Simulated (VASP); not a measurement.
# LiBr (Fm-3m) in VASP: a series of runs

LiBr is run at these levels: PBE, BLYP; tasks: single point.

All numbers are computed with VASP 6.6.1; they aren't measurements. Logs are shortened: lines on timing, memory, paths and dates and some standing lists are left out, and cuts for length are marked.

### Step 1. The cell of the first run

It takes space group Fm-3m (No. 225, cubic). The conventional cell has a = 5.445 Å, b = 5.445 Å, c = 5.445 Å, α = 90.00°, β = 90.00°, γ = 90.00°. Li (site symmetry m-3m) has 6 Br at 2.72 Å within 3.6 Å. Within 3.6 Å of Br (site symmetry m-3m) lie 6 Li at 2.72 Å.

### Step 2. Single point, PBE, collinear spin, zero start

INCAR reads:

```
  ALGO = Normal
  EDIFF = 1E-6
  ENCUT = 750
  GGA = PE
  GGA_COMPAT = False
  ISIF = 2
  ISMEAR = 1
  ISPIN = 2
  LASPH = True
  LCHARG = False
  LORBIT = 11
  LREAL = False
  LWAVE = False
  MAGMOM = 0 0
  NBANDS = 16
  NELM = 200
  NUPDOWN = 0.0
  PREC = Accurate
  SIGMA = 0.1
```

KPOINTS reads:

```
k-points
0
Gamma
  1 1 1
```

POSCAR reads:

```
LiBr
1.0
    0.0000000000      2.7226905798      2.7226905798
    2.7226905798      0.0000000000      2.7226905798
    2.7226905798      2.7226905798      0.0000000000
Li Br
1 1
Direct
    0.0000000000      0.0000000000      0.0000000000
    0.5000000000      0.5000000000      0.5000000000
```

Potentials or basis: VASP PAW PBE potentials, release 64 (Li_sv, Br).

Command:

```console
$ cat potpaw_PBE.64/Li_sv/POTCAR potpaw_PBE.64/Br/POTCAR > POTCAR
$ mpirun -np 1 vasp_gam > vasp.out
```

OUTCAR:

```text
EDIFF = 1E-6
   ENCUT = 750
   GGA = PE
   ISIF = 2
   ISMEAR = 1
   ISPIN = 2
   LASPH = True
   LORBIT = 11
   LREAL = False
   NELM = 200
   NUPDOWN = 0.0
   PREC = Accurate

 ion  position               nearest neighbor table
   1  0.000  0.000  0.000-
   2  0.500  0.500  0.500-

  LATTYP: Found a face centered cubic cell.
 ALAT       =     5.4453811596

  Lattice vectors:

 A1 = (   0.0000000000,   2.7226905798,   2.7226905798)
 A2 = (   2.7226905798,   0.0000000000,   2.7226905798)
 A3 = (   2.7226905798,   2.7226905798,   0.0000000000)

Analysis of symmetry for initial positions (statically):
=====================================================================
 Subroutine PRICEL returns:
 Original cell was already a primitive cell.

 Routine SETGRP: Setting up the symmetry group for a
 face centered cubic supercell.

 Subroutine GETGRP returns: Found 48 space group operations
 (whereof 48 operations were pure point group operations)
 out of a pool of 48 trial point group operations.

The static configuration has the point symmetry O_h .

Analysis of symmetry for dynamics (positions and initial velocities):
=====================================================================
 Subroutine PRICEL returns:
 Original cell was already a primitive cell.

 Routine SETGRP: Setting up the symmetry group for a
 face centered cubic supercell.

 Subroutine GETGRP returns: Found 48 space group operations
 (whereof 48 operations were pure point group operations)
 out of a pool of 48 trial point group operations.

The dynamic configuration has the point symmetry O_h .

Analysis of structural, dynamic, and magnetic symmetry:
=====================================================================
 Subroutine PRICEL returns:
 Original cell was already a primitive cell.

 Routine SETGRP: Setting up the symmetry group for a
 face centered cubic supercell.

 Subroutine GETGRP returns: Found 48 space group operations
 (whereof 48 operations were pure point group operations)
 out of a pool of 48 trial point group operations.

The overall configuration has the point symmetry O_h .

 Subroutine INISYM returns: Found 48 space group operations
 (whereof 48 operations are pure point group operations),
 and found     1 'primitive' translations

----------------------------------------------------------------------------------------

                                     Primitive cell

  volume of cell :      40.3669

  direct lattice vectors                    reciprocal lattice vectors
     0.000000000  2.722690580  2.722690580    -0.183641874  0.183641874  0.183641874
     2.722690580  0.000000000  2.722690580     0.183641874 -0.183641874  0.183641874
     2.722690580  2.722690580  0.000000000     0.183641874  0.183641874 -0.183641874

  length of vectors
     3.850465944  3.850465944  3.850465944     0.318077056  0.318077056  0.318077056

  position of ions in fractional coordinates (direct lattice)
     0.000000000  0.000000000  0.000000000
     0.500000000  0.500000000  0.500000000

  ion indices of the primitive-cell ions
   primitive index   ion index
                 1           1
                 2           2

----------------------------------------------------------------------------------------

 KPOINTS: k-points

Automatic generation of k-mesh.
 Grid dimensions read from file:
 generate k-points for:    1    1    1

 Generating k-lattice:

  Cartesian coordinates                     Fractional coordinates (reciprocal lattice)
    -0.183641874  0.183641874  0.183641874     1.000000000  0.000000000  0.000000000
     0.183641874 -0.183641874  0.183641874     0.000000000  1.000000000  0.000000000
     0.183641874  0.183641874 -0.183641874     0.000000000  0.000000000  1.000000000

  Length of vectors
     0.318077056  0.318077056  0.318077056

  Shift w.r.t. Gamma in fractional coordinates (k-lattice)
     0.000000000  0.000000000  0.000000000

 Subroutine IBZKPT returns following result:
 ===========================================

 Found      1 irreducible k-points:

 Following reciprocal coordinates:
            Coordinates               Weight
  0.000000  0.000000  0.000000      1.000000
   k-points           NKPTS =      1   k-points in BZ     NKDIM =      1   number of bands    NBANDS=     16
   number of dos      NEDOS =    301   number of ions     NIONS =      2
   total plane-waves  NPLWV =  46656
   dimension x,y,z NGX =    36 NGY =   36 NGZ =   36
   dimension x,y,z NGXF=    72 NGYF=   72 NGZF=   72
   ions per type =               1   1
   NGX,Y,Z   is equivalent  to a cutoff of  15.54, 15.54, 15.54 a.u.
   NGXF,Y,Z  is equivalent  to a cutoff of  31.09, 31.09, 31.09 a.u.
 SYSTEM =  unknown system
   PREC   = accura    normal or accurate (medium, high low for compatibility)
   ISTART =      0    job   : 0-new  1-cont  2-samecut
   ICHARG =      2    charge: 1-file 2-atom 10-const
   ISPIN  =      2    spin polarized calculation?
   LNONCOLLINEAR =      F non collinear calculations
   LSORBIT =      F    spin-orbit coupling
   LASPH  =      T    aspherical Exc in radial PAW
   ENCUT  =  750.0 eV  55.12 Ry    7.42 a.u.   8.60  8.60  8.60*2*pi/ulx,y,z
   NELM   =    200;   NELMIN=  2; NELMDL= -5     # of ELM steps
   EDIFF  = 0.1E-05   stopping-criterion for ELM
   LREAL  =      F    real-space projection
   EDIFFG = 0.1E-04   stopping-criterion for IOM
   NSW    =      0    number of steps for IOM
   IBRION =     -1    ionic relax: 0-MD 1-quasi-New 2-CG
   NFREE  =      0    steps in history (QN), initial steepest desc. (CG)
   ISIF   =      2    stress and relaxation
   ISYM   =      2    0-nonsym 1-usesym 2-fastsym
   POTIM  = 0.5000    time-step for ionic-motion
   TEBEG  =    0.0;   TEEND  =   0.0 temperature during run
   PSTRESS=    0.0 pullay stress
   NELECT =      10.0000    total number of electrons
   NUPDOWN=       0.0000    fix difference up-down
   EMIN   =  10.00;   EMAX   =-10.00  energy-range for DOS
   EFERMI =   0.00;   METHOD = LEGACY
   ISMEAR =     1;   SIGMA  =   0.10  broadening in eV -4-tet -1-fermi 0-gaus
   EFERMI_NEDOS =   21; number of points for ismear=-14 and -15
   IALGO  =     38    algorithm
   IMIX   =      4    mixing-type and parameters
     AMIX     =   0.40;   BMIX     =  1.00
     AMIX_MAG =   1.60;   BMIX_MAG =  1.00
  volume/ion in A,a.u.               =      20.18       136.20
  Fermi-wavevector in a.u.,A,eV,Ry     =   1.028174  1.942967 14.383282  1.057141
  Thomas-Fermi vector in A             =   2.162157
   LORBIT       =     11    0 simple, 1 ext, 2 COOP (PROOUT), +10 PAW based schemes
   GGA     = PE    functional components
   LHFCALC =     F    Hartree Fock is set to
   AEXX    =    0.0000 exact exchange contribution
   IVDW    =     0    specifies the selected vdW correction
   LEPSILON=     F    determine dielectric tensor
   LRPA    =     F    only Hartree local field effects (RPA)
 spin polarized calculation
 Methfessel and Paxton  Order N= 1 SIGMA  =   0.10
  energy-cutoff  :      750.00
  volume of cell :       40.37
 maximum number of plane-waves:       947
 NGX is ok and might be reduce to    36
   NGX = 17   NGY = 17   NGZ = 17

 number of electron      10.0000001 magnetization      -0.0000000

 number of electron      10.0000001 magnetization       0.0000000

 Free energy of the ion-electron system (eV)
  ---------------------------------------------------
  ext. energy  EPLUGINS =         0.00000000
  ---------------------------------------------------
  free energy    TOTEN  =         0.98017827 eV

  energy without entropy =        0.96278456  energy(sigma->0) =        0.97438037

 E-fermi :   1.9380     XC(G=0):  -7.9636

 val. band max:        1.8537786755   @ k =   0.0000   0.0000   0.0000
 cond. band min:       6.4525589327   @ k =   0.0000   0.0000   0.0000
 fundamental gap:      4.5987802572
 Fermi energy:         1.9379667278

 spin component 1

 k-point     1 :       0.0000    0.0000    0.0000
  band No.  band energies     occupation
      1     -44.3662      1.00000
      2     -11.4282      1.00000
      3       1.8538      1.00000
      4       1.8538      1.00000
      5       1.8538      1.00000
      6       6.4526      0.00000
[... 8 lines left out ...]
     15      15.0948      0.00000
     16      23.1578      0.00000
 Fermi energy:         1.9379666131

 spin component 2

 k-point     1 :       0.0000    0.0000    0.0000
  band No.  band energies     occupation
      1     -44.3662      1.00000
      2     -11.4282      1.00000
      3       1.8538      1.00000
      4       1.8538      1.00000
      5       1.8538      1.00000
      6       6.4526      0.00000
[... 8 lines left out ...]
     15      15.0946      0.00000
     16      23.1577      0.00000

------------------------ aborting loop because EDIFF is reached ----------------------------------------

  FORCE on cell =-STRESS in cart. coord.  units (eV):
  Direction    XX          YY          ZZ          XY          YZ          ZX
  --------------------------------------------------------------------------------------
  -------------------------------------------------------------------------------------
  Total       11.0242069     11.0242069     11.0242069      0.0000000     -0.0000000      0.0000000
  in kB      437.5554298    437.5554298    437.5554298      0.0000000     -0.0000000      0.0000000
  external PRESSURE =     437.5554298 kB  Pullay stress =       0.0000000 kB

 VOLUME and BASIS-vectors are now :
 -----------------------------------------------------------------------------
  energy-cutoff  :      750.00
  volume of cell :       40.37
      direct lattice vectors                 reciprocal lattice vectors
     0.000000000  2.722690580  2.722690580    -0.183641874  0.183641874  0.183641874
     2.722690580  0.000000000  2.722690580     0.183641874 -0.183641874  0.183641874
     2.722690580  2.722690580  0.000000000     0.183641874  0.183641874 -0.183641874

 POSITION                                       TOTAL-FORCE (eV/Angst)
 -----------------------------------------------------------------------------------
      0.00000      0.00000      0.00000         0.000000      0.000000      0.000000
      2.72269      2.72269      2.72269        -0.000000     -0.000000     -0.000000
 -----------------------------------------------------------------------------------
    total drift:                                0.000000      0.000000      0.000000

  FREE ENERGIE OF THE ION-ELECTRON SYSTEM (eV)
  ---------------------------------------------------
  free  energy   TOTEN  =         0.9801782716 eV

  energy  without entropy=        0.9627845555  energy(sigma->0) =        0.97438037

 total charge

# of ion       s       p       d       tot
------------------------------------------
    1        1.989   0.054   0.000   2.043
    2        1.450   3.886   0.000   5.336
--------------------------------------------------
tot          3.439   3.940   0.000   7.379

 magnetization (x)

# of ion       s       p       d       tot
------------------------------------------
    1       -0.000   0.000   0.000  -0.000
    2        0.000  -0.000   0.000   0.000
--------------------------------------------------
tot          0.000  -0.000   0.000   0.000
```

It took 18 s on 1 thread of Intel Xeon 8259CL, shared host; peak memory 0.22 GiB.

What came out:

```
Free energy                                           : 0.9802 eV
Pressure                                              : 43.8 GPa
Net moment                                            : 0.00 μB per cell
Valence electrons inside the program's atomic spheres : Li 2.04; Br 5.34
```

Caveat: the k points lie up to 2.00 Å⁻¹ apart; the total moment is fixed, so each spin has its own Fermi level.

[end of part 1 of 2]
